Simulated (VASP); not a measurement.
# Ti (Fm-3m) in VASP: notebook

The runs below take Ti through electric field gradients, with PBE.

All numbers are computed with VASP 6.6.1; they aren't measurements. Logs are shortened: lines on timing, memory, paths and dates and some standing lists are left out, and cuts for length are marked.

### Step 1. The cell of the first run

It takes space group Fm-3m (No. 225, cubic). Conventional cell: a = 3.977 Å, b = 3.977 Å, c = 3.977 Å, α = 90.00°, β = 90.00°, γ = 90.00°. Within 3.7 Å of Ti (site symmetry m-3m) lie 12 Ti at 2.81 Å.

### Step 2. Electric field gradients, PBE (volume scaled by 0.94)

Contents of INCAR:

```
SYSTEM = Ti
ALGO     = Normal         ! electronic algorithm
EDIFF    = 1E-8           ! SCF threshold, eV
ENCUT    = 520            ! plane-wave cutoff, eV
GGA      = PE             ! functional
ISIF     = 2              ! what is computed and relaxed
ISMEAR   = -1             ! smearing method
LASPH    = .True.         ! aspherical terms in the spheres
LCHARG   = .False.        ! write CHGCAR
LEFG     = .True.       
LREAL    = .False.        ! projectors in reciprocal space
LWAVE    = .False.        ! write WAVECAR
NBANDS   = 12             ! bands
NELM     = 60             ! most SCF steps
PREC     = Accurate       ! precision mode
SIGMA    = 0.05           ! smearing width, eV
```

Contents of KPOINTS:

```
k-points
0
Gamma
  15 15 15
  0 0 0
```

Contents of POSCAR:

```
Ti
1.0
    0.0000000000      1.9885598007      1.9885598007
    1.9885598007      0.0000000000      1.9885598007
    1.9885598007      1.9885598007      0.0000000000
Ti
1
Direct
    0.0000000000      0.0000000000      0.0000000000
```

Potentials or basis: VASP PAW PBE potentials, release 64 (Ti_sv).

Launch:

```console
cat potpaw_PBE.64/Ti_sv/POTCAR > POTCAR
mpirun -np 1 vasp_std > vasp.out
```

OUTCAR:

```text
SYSTEM = Ti
   EDIFF = 1E-8
   ENCUT = 520
   GGA = PE
   ISIF = 2
   ISMEAR = -1
   LASPH = .True.
   LREAL = .False.
   NELM = 60
   PREC = Accurate

 ion  position               nearest neighbor table
   1  0.000  0.000  0.000-

  LATTYP: Found a face centered cubic cell.
 ALAT       =     3.9771196014

  Lattice vectors:

 A1 = (   0.0000000000,   1.9885598007,   1.9885598007)
 A2 = (   1.9885598007,   0.0000000000,   1.9885598007)
 A3 = (   1.9885598007,   1.9885598007,   0.0000000000)

Analysis of symmetry for initial positions (statically):
=====================================================================
 Subroutine PRICEL returns:
 Original cell was already a primitive cell.

 Routine SETGRP: Setting up the symmetry group for a
 face centered cubic supercell.

 Subroutine GETGRP returns: Found 48 space group operations
 (whereof 48 operations were pure point group operations)
 out of a pool of 48 trial point group operations.

The static configuration has the point symmetry O_h .

Analysis of symmetry for dynamics (positions and initial velocities):
=====================================================================
 Subroutine PRICEL returns:
 Original cell was already a primitive cell.

 Routine SETGRP: Setting up the symmetry group for a
 face centered cubic supercell.

 Subroutine GETGRP returns: Found 48 space group operations
 (whereof 48 operations were pure point group operations)
 out of a pool of 48 trial point group operations.

The dynamic configuration has the point symmetry O_h .

 Subroutine INISYM returns: Found 48 space group operations
 (whereof 48 operations are pure point group operations),
 and found     1 'primitive' translations

----------------------------------------------------------------------------------------

                                     Primitive cell

  volume of cell :      15.7270

  direct lattice vectors                    reciprocal lattice vectors
     0.000000000  1.988559801  1.988559801    -0.251438252  0.251438252  0.251438252
     1.988559801  0.000000000  1.988559801     0.251438252 -0.251438252  0.251438252
     1.988559801  1.988559801  0.000000000     0.251438252  0.251438252 -0.251438252

  length of vectors
[... 121 lines left out ...]
  ---------------------------------------------------
  ext. energy  EPLUGINS =         0.00000000
  ---------------------------------------------------
  free energy    TOTEN  =        -7.72598021 eV

  energy without entropy =       -7.71277594  energy(sigma->0) =       -7.71937808

 E-fermi :   9.3257     XC(G=0): -11.9742

 val. band max:        9.3244345457   @ k =  -0.4667   0.1333   0.0667
 cond. band min:       9.3365189563   @ k =   0.2667   0.0000   0.0000
 fundamental gap:      0.0120844106
 Fermi energy:         9.3257293838

 k-point     1 :       0.0000    0.0000    0.0000
  band No.  band energies     occupation
      1     -47.2349      2.00000
      2     -22.9594      2.00000
      3     -22.9594      2.00000
      4     -22.9594      2.00000
      5       2.9993      2.00000
      6      10.2480      0.00000
      7      10.2480      0.00000
      8      10.2480      0.00000
      9      12.1141      0.00000
     10      12.1141      0.00000
     11      25.1183      0.00000
     12      30.0920      0.00000
[... 331 lines left out ...]
 k-point    24 :       0.2000    0.1333    0.0000
  band No.  band energies     occupation
      1     -47.1711      2.00000
      2     -23.2231      2.00000
      3     -23.0399      2.00000
      4     -23.0326      2.00000
      5       4.3256      2.00000
      6       9.3482      0.77944
      7      10.7450      0.00000
      8      10.8243      0.00000
      9      11.3677      0.00000
     10      12.3978      0.00000
     11      25.9857      0.00000
     12      26.6125      0.00000

 [... further k-points ...]
[... 5 lines left out ...]
  --------------------------------------------------------------------------------------
  -------------------------------------------------------------------------------------
  Total        1.2200073      1.2200073      1.2200073      0.0000000      0.0000000     -0.0000000
  in kB      124.2873796    124.2873796    124.2873796      0.0000000      0.0000000     -0.0000000
  external PRESSURE =     124.2873796 kB  Pullay stress =       0.0000000 kB

 VOLUME and BASIS-vectors are now :
 -----------------------------------------------------------------------------
  energy-cutoff  :      520.00
  volume of cell :       15.73
      direct lattice vectors                 reciprocal lattice vectors
     0.000000000  1.988559801  1.988559801    -0.251438252  0.251438252  0.251438252
     1.988559801  0.000000000  1.988559801     0.251438252 -0.251438252  0.251438252
     1.988559801  1.988559801  0.000000000     0.251438252  0.251438252 -0.251438252

 POSITION                                       TOTAL-FORCE (eV/Angst)
 -----------------------------------------------------------------------------------
      0.00000      0.00000      0.00000         0.000000     -0.000000      0.000000
 -----------------------------------------------------------------------------------
    total drift:                                0.000000      0.000000     -0.000000

  FREE ENERGIE OF THE ION-ELECTRON SYSTEM (eV)
  ---------------------------------------------------
  free  energy   TOTEN  =        -7.7259802138 eV

  energy  without entropy=       -7.7127759426  energy(sigma->0) =       -7.71937808

 Electric field gradients (V/A^2)
---------------------------------------------------------------------
 ion       V_xx      V_yy      V_zz      V_xy      V_xz      V_yz
---------------------------------------------------------------------
   1      -0.000     0.000     0.000    -0.001    -0.001    -0.001
---------------------------------------------------------------------

 Electric field gradients after diagonalization (V/A^2)
 (convention: |V_zz| > |V_xx| > |V_yy|)
----------------------------------------------------------------------
 ion       V_xx      V_yy      V_zz     asymmetry (V_yy - V_xx)/ V_zz
----------------------------------------------------------------------
   1       0.001     0.001    -0.001       0.000
----------------------------------------------------------------------

           NMR quadrupolar parameters

 Cq : quadrupolar parameter    Cq=e*Q*V_zz/h
 eta: asymmetry parameters     (V_yy - V_xx)/ V_zz
 Q  : nuclear electric quadrupole moment in mb (millibarn)
----------------------------------------------------------------------
 ion       Cq(MHz)       eta       Q (mb)
----------------------------------------------------------------------
   1      -0.000       0.000       1.000
----------------------------------------------------------------------
```

It took 12 s on 1 thread of Intel Xeon Platinum 8488C (Sapphire Rapids), shared host; peak memory 0.15 GiB.

Results:

* Free energy: -7.7260 eV
* Pressure: 12.4 GPa
* Band gap on the k mesh: zero (band 6 reaches 10.25 eV, above the bottom of band 7 at 8.98 eV)

Levels at points of the mesh, in eV from the Fermi level:
```tsv
k point	band 3	band 4	band 5	band 6	band 7	band 8	band 9	band 10
(0.00, 0.00, 0.00)	-32.29	-32.29	-6.33	0.92	0.92	0.92	2.79	2.79
```

Caveat: without QUAD_EFG the Cq values of the log hold for a quadrupole moment of 1 mb, not for the nuclei.

### Step 3. Electric field gradients, PBE (volume scaled by 0.96)

Contents of INCAR:

```
ALGO = Normal
EDIFF = 1E-8
ENCUT = 520
GGA = PE
ISIF = 2
ISMEAR = -1
LASPH = T
LCHARG = F
LEFG = T
LREAL = F
LWAVE = F
NBANDS = 12
NELM = 80
PREC = Accurate
SIGMA = 0.05
```

Contents of KPOINTS:

```
k-points
0
Gamma
  15 15 15
```

Contents of POSCAR:

```
Ti
1.0
    0.0000000000      2.0025642044      2.0025642044
    2.0025642044      0.0000000000      2.0025642044
    2.0025642044      2.0025642044      0.0000000000
Ti
1
Direct
    0.0000000000      0.0000000000      0.0000000000
```

Potentials or basis: VASP PAW PBE potentials, release 64 (Ti_sv).

Launch:

```console
cat potpaw_PBE.64/Ti_sv/POTCAR > POTCAR
mpirun -np 1 vasp_std > vasp.out
```

OUTCAR:

```text
EDIFF = 1E-8
   ENCUT = 520
   GGA = PE
   ISIF = 2
   ISMEAR = -1
   LASPH = T
   LREAL = F
   NELM = 80
   PREC = Accurate

 ion  position               nearest neighbor table
   1  0.000  0.000  0.000-

  LATTYP: Found a face centered cubic cell.
 ALAT       =     4.0051284088

  Lattice vectors:

 A1 = (   0.0000000000,   2.0025642044,   2.0025642044)
[... 566 lines left out ...]
 -----------------------------------------------------------------------------------
    total drift:                                0.000000      0.000000     -0.000000

  FREE ENERGIE OF THE ION-ELECTRON SYSTEM (eV)
  ---------------------------------------------------
  free  energy   TOTEN  =        -7.7489095799 eV

  energy  without entropy=       -7.7355438502  energy(sigma->0) =       -7.74222672

 Electric field gradients (V/A^2)
---------------------------------------------------------------------
 ion       V_xx      V_yy      V_zz      V_xy      V_xz      V_yz
---------------------------------------------------------------------
   1       0.000     0.000     0.000    -0.001    -0.001    -0.001
---------------------------------------------------------------------

 Electric field gradients after diagonalization (V/A^2)
 (convention: |V_zz| > |V_xx| > |V_yy|)
----------------------------------------------------------------------
 ion       V_xx      V_yy      V_zz     asymmetry (V_yy - V_xx)/ V_zz
----------------------------------------------------------------------
   1       0.001     0.001    -0.002       0.000
----------------------------------------------------------------------

           NMR quadrupolar parameters

 Cq : quadrupolar parameter    Cq=e*Q*V_zz/h
 eta: asymmetry parameters     (V_yy - V_xx)/ V_zz
 Q  : nuclear electric quadrupole moment in mb (millibarn)
----------------------------------------------------------------------
 ion       Cq(MHz)       eta       Q (mb)
----------------------------------------------------------------------
   1      -0.000       0.000       1.000
----------------------------------------------------------------------
```

stdout:

```text
POSCAR found type information on POSCAR Ti
 POSCAR found :  1 types and       1 ions
 scaLAPACK will be used
 LDA part: xc-table for (Slater+PW92), standard interpolation
 POSCAR, INCAR and KPOINTS ok, starting setup
 FFT: planning ... GRIDC
 FFT: planning ... GRID_SOFT
 FFT: planning ... GRID
 WAVECAR not read
 entering main loop
ion   1
```

It took 12 s on 1 thread of Intel Xeon Platinum 8488C (Sapphire Rapids), shared host; peak memory 0.15 GiB.

Results:

| Property | Result |
| --- | --- |
| Free energy | -7.7489 eV |
| Pressure | 9.4 GPa |
| Band gap on the k mesh | zero (band 6 reaches 10.00 eV, above the bottom of band 7 at 8.76 eV) |

Caveat: without QUAD_EFG the Cq values of the log hold for a quadrupole moment of 1 mb, not for the nuclei.
